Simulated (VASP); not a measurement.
Input of a VASP 6.6.1 run:

INCAR

```
SYSTEM = Hf4N
ALGO     = Normal         ! electronic algorithm
EDIFF    = 1E-6           ! SCF threshold, eV
ENCUT    = 520            ! plane-wave cutoff, eV
GGA      = PE             ! functional
ISIF     = 2              ! what is computed and relaxed
ISMEAR   = 0              ! smearing method
LASPH    = .TRUE.         ! aspherical terms in the spheres
LCHARG   = .FALSE.        ! write CHGCAR
LREAL    = .FALSE.        ! projectors in reciprocal space
LWAVE    = .FALSE.        ! write WAVECAR
NBANDS   = 30             ! bands
NELM     = 100            ! most SCF steps
PREC     = Accurate       ! precision mode
SIGMA    = 0.1            ! smearing width, eV
```

KPOINTS

```
k-points
0
G
  8 8 8
  0 0 0
```

The input POSCAR:

```
Hf4N
1.0
    4.5122724000      0.0000000000      0.0000000000
    0.0000000000      4.5122724000      0.0000000000
    0.0000000000      0.0000000000      4.5122724000
Hf N
4 1
Direct
    0.5000000000      0.0000000000      0.0000000000
    0.0000000000      0.5000000000      0.0000000000
    0.0000000000      0.0000000000      0.5000000000
    0.5000000000      0.5000000000      0.5000000000
    0.0000000000      0.0000000000      0.0000000000
```

Potentials or basis: VASP PAW PBE potentials, release 64 (Hf_pv, N).

The run is started by

```console
$ cat potpaw_PBE.64/Hf_pv/POTCAR potpaw_PBE.64/N/POTCAR > POTCAR
$ mpirun -np 1 vasp_std > vasp.out
```

(1) Predict the pressure.

(2) What does it give for the band gap on the k mesh?

Results:

(1) -0.8 GPa.

(2) zero (an odd number of electrons rules out a gap without spin polarisation).

Caveat: spin-orbit coupling is left out, which moves the levels of the heavy elements.
